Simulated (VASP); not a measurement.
# BN (P6_3mc) in VASP: further runs

BN is run at these levels: r2SCAN; tasks: single point.

Program: VASP 6.6.1. These are calculated values, not measurements. Logs are shortened: lines on timing, memory, paths and dates and some standing lists are left out, and cuts for length are marked.

## 1. The cell of the first run

It takes space group P6_3mc (No. 186, hexagonal). The conventional cell has a = 2.452 Å, b = 2.452 Å, c = 4.565 Å, α = 90.00°, β = 90.00°, γ = 120.00°. Within 2.0 Å of B (site symmetry 3m) lie 4 N at 1.53 to 1.71 Å. N (site symmetry 3m) has 4 B at 1.53 to 1.71 Å within 2.0 Å.

## 2. Single point, r2SCAN (strain -0.040 along x and y, +0.080 along z)

Contents of POSCAR:

```
BN
1.0
    2.4517820176      0.0000000000      0.0000000000
   -1.2258910088      2.1233055118      0.0000000000
    0.0000000000      0.0000000000      4.5650034000
B N
2 2
Direct
    0.6666666667      0.3333333333      0.9997240000
    0.3333333333      0.6666666667      0.4997240000
    0.6666666667      0.3333333333      0.6252760000
    0.3333333333      0.6666666667      0.1252760000
```

Contents of INCAR.step1:

```
SYSTEM = BN
PREC = Accurate
ENCUT = 520
ISMEAR = 0
SIGMA = 0.05
LREAL = .False.
LASPH = .True.
NELM = 60
NBANDS = 16
GGA = PE
ALGO = Normal
EDIFF = 1E-4
LWAVE = .True.
LCHARG = .False.
```

Contents of INCAR.step2:

```
SYSTEM = BN
PREC = Accurate
ENCUT = 520
EDIFF = 1E-6
ISMEAR = 0
SIGMA = 0.05
LREAL = .False.
LASPH = .True.
NELM = 60
ALGO = Normal
ISIF = 2
LWAVE = .False.
LCHARG = .False.
METAGGA = R2SCAN
LMIXTAU = .True.
NBANDS = 16
ISTART = 1
```

Contents of KPOINTS:

```
Automatic mesh
0
Gamma
  12 12 6
  0 0 0
```

Potentials or basis: VASP PAW PBE potentials, release 64 (B, N).

Command:

```console
> cat potpaw_PBE.64/B/POTCAR potpaw_PBE.64/N/POTCAR > POTCAR
> cp INCAR.step1 INCAR
> mpirun -np 1 vasp_std > vasp.out
> cp INCAR.step2 INCAR
> mpirun -np 1 vasp_std > vasp.out
```

OUTCAR:

```text
SYSTEM = BN
   PREC = Accurate
   ENCUT = 520
   EDIFF = 1E-6
   ISMEAR = 0
   LREAL = .False.
   LASPH = .True.
   NELM = 60
   ISIF = 2
   METAGGA = R2SCAN
   ISTART = 1

 ion  position               nearest neighbor table
   1  0.667  0.333  1.000-   4 1.53   4 1.53   4 1.53   3 1.71
   2  0.333  0.667  0.500-   3 1.53   3 1.53   3 1.53   4 1.71
   3  0.667  0.333  0.625-   2 1.53   2 1.53   2 1.53   1 1.71
   4  0.333  0.667  0.125-   1 1.53   1 1.53   1 1.53   2 1.71

  LATTYP: Found a hexagonal cell.
 ALAT       =     2.4517820176
 C/A-ratio  =     1.8619124242

  Lattice vectors:

 A1 = (   2.4517820176,   0.0000000000,   0.0000000000)
 A2 = (  -1.2258910088,   2.1233055118,   0.0000000000)
 A3 = (   0.0000000000,   0.0000000000,   4.5650034000)

Analysis of symmetry for initial positions (statically):
=====================================================================
 Subroutine PRICEL returns:
 Original cell was already a primitive cell.

 Routine SETGRP: Setting up the symmetry group for a
 hexagonal supercell.

 Subroutine GETGRP returns: Found 12 space group operations
 (whereof  6 operations were pure point group operations)
 out of a pool of 24 trial point group operations.

The static configuration has the point symmetry C_3v.
 The point group associated with its full space group is C_6v.

Analysis of symmetry for dynamics (positions and initial velocities):
=====================================================================
 Subroutine PRICEL returns:
 Original cell was already a primitive cell.

 Routine SETGRP: Setting up the symmetry group for a
 hexagonal supercell.

 Subroutine GETGRP returns: Found 12 space group operations
 (whereof  6 operations were pure point group operations)
 out of a pool of 24 trial point group operations.

The dynamic configuration has the point symmetry C_3v.
 The point group associated with its full space group is C_6v.

 Subroutine INISYM returns: Found 12 space group operations
 (whereof  6 operations are pure point group operations),
 and found     1 'primitive' translations

----------------------------------------------------------------------------------------

                                     Primitive cell

  volume of cell :      23.7649

  direct lattice vectors                    reciprocal lattice vectors
     2.451782018  0.000000000  0.000000000     0.407866602  0.235481892  0.000000000
    -1.225891009  2.123305512  0.000000000     0.000000000  0.470963785  0.000000000
     0.000000000  0.000000000  4.565003400     0.000000000  0.000000000  0.219057887

  length of vectors
     2.451782018  2.451782018  4.565003400     0.470963785  0.470963785  0.219057887

  position of ions in fractional coordinates (direct lattice)
     0.666666667  0.333333333  0.999724000
     0.333333333  0.666666667  0.499724000
     0.666666667  0.333333333  0.625276000
     0.333333333  0.666666667  0.125276000

  ion indices of the primitive-cell ions
   primitive index   ion index
                 1           1
                 2           2
                 3           3
                 4           4

----------------------------------------------------------------------------------------

 KPOINTS: Automatic mesh

Automatic generation of k-mesh.
 Grid dimensions read from file:
 generate k-points for:   12   12    6

 Generating k-lattice:

  Cartesian coordinates                     Fractional coordinates (reciprocal lattice)
     0.033988883  0.019623491  0.000000000     0.083333333 -0.000000000  0.000000000
     0.000000000  0.039246982  0.000000000     0.000000000  0.083333333  0.000000000
     0.000000000  0.000000000  0.036509648     0.000000000  0.000000000  0.166666667

  Length of vectors
     0.039246982  0.039246982  0.036509648

  Shift w.r.t. Gamma in fractional coordinates (k-lattice)
     0.000000000  0.000000000  0.000000000

 Subroutine IBZKPT returns following result:
 ===========================================

 Found     76 irreducible k-points:

 Following reciprocal coordinates:
            Coordinates               Weight
  0.000000  0.000000  0.000000      1.000000
  0.083333  0.000000  0.000000      6.000000
  0.166667  0.000000  0.000000      6.000000
  0.250000  0.000000  0.000000      6.000000
  0.333333  0.000000  0.000000      6.000000
  0.416667  0.000000  0.000000      6.000000
[... 16 lines left out ...]
  0.250000  0.000000  0.166667     12.000000
  0.333333  0.000000  0.166667     12.000000
 [... further k-points ...]
   k-points           NKPTS =     76   k-points in BZ     NKDIM =     76   number of bands    NBANDS=     16
   number of dos      NEDOS =    301   number of ions     NIONS =      4
   total plane-waves  NPLWV =  11664
   dimension x,y,z NGX =    18 NGY =   18 NGZ =   36
   dimension x,y,z NGXF=    36 NGYF=   36 NGZF=   72
   ions per type =               2   2
   NGX,Y,Z   is equivalent  to a cutoff of  12.21, 12.21, 13.11 a.u.
   NGXF,Y,Z  is equivalent  to a cutoff of  24.41, 24.41, 26.22 a.u.
 SYSTEM =  BN
   PREC   = accura    normal or accurate (medium, high low for compatibility)
   ISTART =      1    job   : 0-new  1-cont  2-samecut
   ICHARG =      0    charge: 1-file 2-atom 10-const
   ISPIN  =      1    spin polarized calculation?
   LNONCOLLINEAR =      F non collinear calculations
   LSORBIT =      F    spin-orbit coupling
   LASPH  =      T    aspherical Exc in radial PAW
   ENCUT  =  520.0 eV  38.22 Ry    6.18 a.u.   4.56  4.56  8.49*2*pi/ulx,y,z
   NELM   =     60;   NELMIN=  2; NELMDL=  0     # of ELM steps
   EDIFF  = 0.1E-05   stopping-criterion for ELM
   LREAL  =      F    real-space projection
   EDIFFG = 0.1E-04   stopping-criterion for IOM
   NSW    =      0    number of steps for IOM
   IBRION =     -1    ionic relax: 0-MD 1-quasi-New 2-CG
   NFREE  =      0    steps in history (QN), initial steepest desc. (CG)
   ISIF   =      2    stress and relaxation
   ISYM   =      2    0-nonsym 1-usesym 2-fastsym
   POTIM  = 0.5000    time-step for ionic-motion
   TEBEG  =    0.0;   TEEND  =   0.0 temperature during run
   PSTRESS=    0.0 pullay stress
   NELECT =      16.0000    total number of electrons
   NUPDOWN=      -1.0000    fix difference up-down
   EMIN   =  10.00;   EMAX   =-10.00  energy-range for DOS
   EFERMI =   0.00;   METHOD = LEGACY
   ISMEAR =     0;   SIGMA  =   0.05  broadening in eV -4-tet -1-fermi 0-gaus
   EFERMI_NEDOS =   21; number of points for ismear=-14 and -15
   IALGO  =     38    algorithm
   IMIX   =      4    mixing-type and parameters
     AMIX     =   0.40;   BMIX     =  1.00
     AMIX_MAG =   1.60;   BMIX_MAG =  1.00
  volume/ion in A,a.u.               =       5.94        40.09
  Fermi-wavevector in a.u.,A,eV,Ry     =   1.434838  2.711452 28.011149  2.058761
  Thomas-Fermi vector in A             =   2.554203
   LORBIT       =      0    0 simple, 1 ext, 2 COOP (PROOUT), +10 PAW based schemes
   METAGGA = R2SCAN    functional components
   LHFCALC =     F    Hartree Fock is set to
   AEXX    =    0.0000 exact exchange contribution
   IVDW    =     0    specifies the selected vdW correction
   LEPSILON=     F    determine dielectric tensor
   LRPA    =     F    only Hartree local field effects (RPA)
 non-spin polarized calculation
 Gauss-broadening in eV      SIGMA  =   0.05
  energy-cutoff  :      520.00
  volume of cell :       23.76
 maximum number of plane-waves:       659
   NGX =  9   NGY =  9   NGZ = 17

 number of electron      16.0000003 magnetization

 Free energy of the ion-electron system (eV)
  ---------------------------------------------------
  ext. energy  EPLUGINS =         0.00000000
  ---------------------------------------------------
  free energy    TOTEN  =       -37.61034673 eV

  energy without entropy =      -37.61034673  energy(sigma->0) =      -37.61034673

 E-fermi :   7.8219     XC(G=0): -13.6037

 val. band max:        7.5574337511   @ k =   0.0000   0.0000   0.0000
 cond. band min:      12.7740015527   @ k =   0.3333   0.3333   0.0000
 fundamental gap:      5.2165678016
 Fermi energy:         7.8219479190

 k-point     1 :       0.0000    0.0000    0.0000
  band No.  band energies     occupation
      1     -14.1290      2.00000
      2     -10.9638      2.00000
      3      -4.0915      2.00000
      4       6.1472      2.00000
      5       6.1472      2.00000
      6       6.4384      2.00000
[... 8 lines left out ...]
     15      20.6131      0.00000
     16      23.0131      0.00000

 k-point     2 :       0.0833    0.0000    0.0000
  band No.  band energies     occupation
      1     -13.9586      2.00000
      2     -10.8188      2.00000
      3      -3.9165      2.00000
      4       5.3710      2.00000
      5       5.8300      2.00000
      6       6.3448      2.00000
[... 8 lines left out ...]
     15      21.2631      0.00000
     16      22.8185      0.00000

 k-point     3 :       0.1667    0.0000    0.0000
  band No.  band energies     occupation
      1     -13.4528      2.00000
      2     -10.3963      2.00000
      3      -3.3982      2.00000
      4       3.4816      2.00000
      5       5.0837      2.00000
      6       5.1656      2.00000
[... 8 lines left out ...]
     15      22.2917      0.00000
     16      22.9054      0.00000

 k-point     4 :       0.2500    0.0000    0.0000
  band No.  band energies     occupation
      1     -12.6319      2.00000
      2      -9.7439      2.00000
      3      -2.5613      2.00000
      4       1.1912      2.00000
      5       3.1058      2.00000
      6       4.2456      2.00000
[... 8 lines left out ...]
     15      23.5836      0.00000
     16      23.9896      0.00000
[... 324 lines left out ...]
 k-point    22 :       0.1667    0.0000    0.1667
  band No.  band energies     occupation
      1     -13.3161      2.00000
      2     -10.7385      2.00000
      3      -2.7844      2.00000
      4       3.5790      2.00000
      5       4.7859      2.00000
      6       5.1787      2.00000
[... 8 lines left out ...]
     15      22.3424      0.00000
     16      22.8690      0.00000

 k-point    23 :       0.2500    0.0000    0.1667
  band No.  band energies     occupation
      1     -12.4997      2.00000
      2     -10.0560      2.00000
      3      -2.0189      2.00000
      4       1.3231      2.00000
      5       2.8537      2.00000
      6       4.3471      2.00000
[... 8 lines left out ...]
     15      23.2932      0.00000
     16      24.0722      0.00000

 k-point    24 :       0.3333    0.0000    0.1667
  band No.  band energies     occupation
      1     -11.4225      2.00000
      2      -9.2481      2.00000
      3      -1.4377      2.00000
      4      -0.4293      2.00000
      5       0.7844      2.00000
      6       3.6443      2.00000
[... 8 lines left out ...]
     15      24.5997      0.00000
     16      24.6812      0.00000

 [... further k-points ...]
[... 5 lines left out ...]
  --------------------------------------------------------------------------------------
  -------------------------------------------------------------------------------------
  Total        6.1066307      6.1066307    -10.1865765      0.0000000      0.0000000      0.0000000
  in kB      411.6961389    411.6961389   -686.7574604      0.0000000      0.0000000      0.0000000
  external PRESSURE =      45.5449391 kB  Pullay stress =       0.0000000 kB

 VOLUME and BASIS-vectors are now :
 -----------------------------------------------------------------------------
  energy-cutoff  :      520.00
  volume of cell :       23.76
      direct lattice vectors                 reciprocal lattice vectors
     2.451782018  0.000000000  0.000000000     0.407866602  0.235481892  0.000000000
    -1.225891009  2.123305512  0.000000000     0.000000000  0.470963785  0.000000000
     0.000000000  0.000000000  4.565003400     0.000000000  0.000000000  0.219057887

 POSITION                                       TOTAL-FORCE (eV/Angst)
 -----------------------------------------------------------------------------------
      1.22589      0.70777      4.56374        -0.000000     -0.000000      0.657173
     -0.00000      1.41554      2.28124        -0.000000      0.000000      0.657173
      1.22589      0.70777      2.85439         0.000000      0.000000     -0.657173
     -0.00000      1.41554      0.57189        -0.000000     -0.000000     -0.657173
 -----------------------------------------------------------------------------------
    total drift:                               -0.000000     -0.000000      0.000819

  FREE ENERGIE OF THE ION-ELECTRON SYSTEM (eV)
  ---------------------------------------------------
  free  energy   TOTEN  =       -37.6103467323 eV

  energy  without entropy=      -37.6103467323  energy(sigma->0) =      -37.61034673
```

Run time: 2.5 min. Hardware: 1 thread of Intel Xeon 8259CL, shared host; peak memory 0.15 GiB.

Results:

- Free energy: -37.6103 eV
- Pressure: 4.6 GPa
- Largest force: 0.657 eV/Å
- Band gap on the k mesh: 5.22 eV (least direct gap 5.25 eV)

Forces on the atoms (eV/Å):
```
B    0.000  0.000  0.657
B    0.000  0.000  0.657
N    0.000  0.000 -0.657
N    0.000  0.000 -0.657
```

Stress tensor (GPa, compression positive):
```
 41.17   0.00   0.00
  0.00  41.17   0.00
  0.00   0.00 -68.68
```

Caveat: the cell differs from its parent crystal (strain -0.040 along x and y, +0.080 along z); the stress differs along the axes, from -69 to 41 GPa; the PAW data sets were made with another functional, which shifts forces and pressure a little. A k mesh can miss the band edges.

## 3. Single point, r2SCAN (strain +0.040 along x and y, -0.080 along z)

Contents of POSCAR:

```
BN
1.0
    2.6560971858      0.0000000000      0.0000000000
   -1.3280485929      2.3002476378      0.0000000000
    0.0000000000      0.0000000000      3.8887066000
B N
2 2
Direct
    0.6666666667      0.3333333333      0.9997240000
    0.3333333333      0.6666666667      0.4997240000
    0.6666666667      0.3333333333      0.6252760000
    0.3333333333      0.6666666667      0.1252760000
```

Contents of INCAR.step1:

```
ALGO = Normal
EDIFF = 1E-4
ENCUT = 520
GGA = PE
ISMEAR = 0
LASPH = True
LCHARG = False
LREAL = False
LWAVE = True
NBANDS = 16
NELM = 100
PREC = Accurate
SIGMA = 0.05
```

Contents of INCAR.step2:

```
ALGO = Normal
EDIFF = 1E-6
ENCUT = 520
ISIF = 2
ISMEAR = 0
ISTART = 1
LASPH = True
LCHARG = True
LELF = True
LMIXTAU = True
LREAL = False
LVHAR = True
LWAVE = False
METAGGA = R2SCAN
NBANDS = 16
NELM = 100
PREC = Accurate
SIGMA = 0.05
```

Contents of KPOINTS:

```
k-points
0
Gamma
  12 12 6
```

Potentials or basis: VASP PAW PBE potentials, release 64 (B, N).

Command:

```console
> cat potpaw_PBE.64/B/POTCAR potpaw_PBE.64/N/POTCAR > POTCAR
> cp INCAR.step1 INCAR
> mpirun -np 1 vasp_std > vasp.out
> cp INCAR.step2 INCAR
> mpirun -np 1 vasp_std > vasp.out
```

It took 2.5 min on 1 thread of Intel Xeon 8259CL, shared host; peak memory 0.15 GiB.

The run converged. Its results:

```yaml
Free_energy: -37.5057 eV
Pressure: 6.8 GPa
Largest_force: 0.788 eV/Å
Band_gap_on_the_k_mesh: 5.90 eV (least direct gap 7.52 eV)
```

Forces on the atoms (eV/Å):
```
B    0.000  0.000  0.788
B    0.000  0.000  0.788
N    0.000  0.000 -0.788
N    0.000  0.000 -0.788
```

Stress tensor (GPa, compression positive):
```
-36.24   0.00   0.00
  0.00 -36.24   0.00
  0.00   0.00  92.81
```

Levels at points of the mesh, in eV from the valence-band top:
| k point | band 6 | band 7 | band 8 | band 9 | band 10 | band 11 |
| --- | --- | --- | --- | --- | --- | --- |
| (0.00, 0.00, 0.00) | -0.34 | 0.00 | 0.00 | 7.63 | 7.90 | 7.90 |
| (0.50, 0.00, 0.00) | -5.94 | -4.84 | -1.61 | 5.90 | 9.26 | 10.46 |
| (0.00, 0.00, 0.50) | -1.83 | -1.83 | -1.83 | 8.37 | 8.37 | 9.82 |
| (0.50, 0.00, 0.50) | -4.20 | -3.09 | -3.09 | 7.01 | 7.01 | 11.94 |

Caveat: the cell differs from its parent crystal (strain +0.040 along x and y, -0.080 along z); the stress differs along the axes, from -36 to 93 GPa; the PAW data sets were made with another functional, which shifts forces and pressure a little. A k mesh can miss the band edges.

## 4. Single point, r2SCAN (strain +0.000 along x and y, +0.040 along z)

Contents of POSCAR:

```
BN
1.0
    2.5539396017      0.0000000000      0.0000000000
   -1.2769698009      2.2117765748      0.0000000000
    0.0000000000      0.0000000000      4.3959292000
B N
2 2
Direct
    0.6666666667      0.3333333333      0.9997240000
    0.3333333333      0.6666666667      0.4997240000
    0.6666666667      0.3333333333      0.6252760000
    0.3333333333      0.6666666667      0.1252760000
```

Contents of INCAR.step1:

```
SYSTEM = BN
ALGO = Normal ; EDIFF = 1E-4
ENCUT = 520 ; GGA = PE
ISMEAR = 0 ; LASPH = .TRUE.
LCHARG = .FALSE. ; LREAL = .FALSE.
LWAVE = .TRUE. ; NBANDS = 16
NELM = 60 ; PREC = Accurate
SIGMA = 0.05
```

Contents of INCAR.step2:

```
SYSTEM = BN
ALGO = Normal ; EDIFF = 1E-7
ENCUT = 520 ; ISIF = 2
ISMEAR = 0 ; ISTART = 1
LASPH = .TRUE. ; LCHARG = .TRUE.
LELF = .TRUE. ; LMIXTAU = .TRUE.
LREAL = .FALSE. ; LVHAR = .TRUE.
LWAVE = .FALSE. ; METAGGA = R2SCAN
NBANDS = 16 ; NELM = 60
PREC = Accurate ; SIGMA = 0.05
```

Contents of KPOINTS:

```
k-points
0
G
  12 12 6
  0 0 0
```

Command:

```console
> cat potpaw_PBE.64/B/POTCAR potpaw_PBE.64/N/POTCAR > POTCAR
> cp INCAR.step1 INCAR
> mpirun -np 1 vasp_std > vasp.out
> cp INCAR.step2 INCAR
> mpirun -np 1 vasp_std > vasp.out
```

Run time: 2.7 min. Hardware: 1 thread of Intel Xeon 8259CL, shared host; peak memory 0.15 GiB.

It converged, with:

* Free energy: -38.1305 eV
* Pressure: -16.8 GPa
* Largest force: 0.221 eV/Å
* Band gap on the k mesh: 5.63 eV (least direct gap 7.64 eV)

Forces in eV/Å, atoms in the order of the input:
```
B    0.000  0.000  0.221
B    0.000  0.000  0.221
N    0.000  0.000 -0.221
N    0.000  0.000 -0.221
```

Stress tensor (GPa, compression positive):
```
 -5.30   0.00   0.00
  0.00  -5.30   0.00
  0.00   0.00 -39.92
```

Levels at points of the mesh, in eV from the valence-band top:
| k point | band 4 | band 5 | band 6 | band 7 | band 8 | band 9 | band 10 | band 11 | band 12 | band 13 |
| --- | --- | --- | --- | --- | --- | --- | --- | --- | --- | --- |
| (0.00, 0.00, 0.00) | -1.82 | -1.82 | -0.43 | 0.00 | 0.00 | 7.64 | 9.20 | 9.20 | 10.35 | 11.28 |
| (0.50, 0.00, 0.00) | -8.21 | -6.83 | -4.74 | -4.22 | -2.25 | 7.47 | 8.13 | 11.33 | 11.51 | 12.53 |
| (0.00, 0.00, 0.50) | -6.11 | -1.00 | -1.00 | -1.00 | -1.00 | 10.27 | 10.27 | 10.63 | 10.63 | 10.63 |
| (0.50, 0.00, 0.50) | -10.05 | -3.75 | -3.75 | -3.66 | -3.66 | 6.78 | 6.78 | 10.20 | 10.20 | 14.78 |

Caveat: the cell differs from its parent crystal (strain +0.000 along x and y, +0.040 along z); the stress differs along the axes, from -40 to -5 GPa; the PAW data sets were made with another functional, which shifts forces and pressure a little. A k mesh can miss the band edges.

## 5. Overview

```csv
cell,gap on the mesh (eV),pressure (GPa),largest force (eV/Å)
"a = 2.452, b = 2.452, c = 4.565 Å, angles 90.0, 90.0, 120.0°, 4 atoms",5.22,4.6,0.66
"a = 2.656, b = 2.656, c = 3.889 Å, angles 90.0, 90.0, 120.0°, 4 atoms",5.90,6.8,0.79
"a = 2.554, b = 2.554, c = 4.396 Å, angles 90.0, 90.0, 120.0°, 4 atoms",5.63,-16.8,0.22
```

Alike in all rows: task single point; level r2SCAN; potentials or basis VASP PAW PBE potentials, release 64 (B, N); no spin polarisation; k mesh 12 × 12 × 6; cutoff (eV) 520; smearing gaussian 0.05 eV.

Caveats: the PAW data sets were made with another functional, which shifts forces and pressure a little; the stress differs along the axes, from -69 to 41 GPa (at least some runs); the stress differs along the axes, from -36 to 93 GPa (at least some runs); the stress differs along the axes, from -40 to -5 GPa (at least some runs).

Total energies depend on the potentials used, so only differences within one code and one set of settings carry meaning.
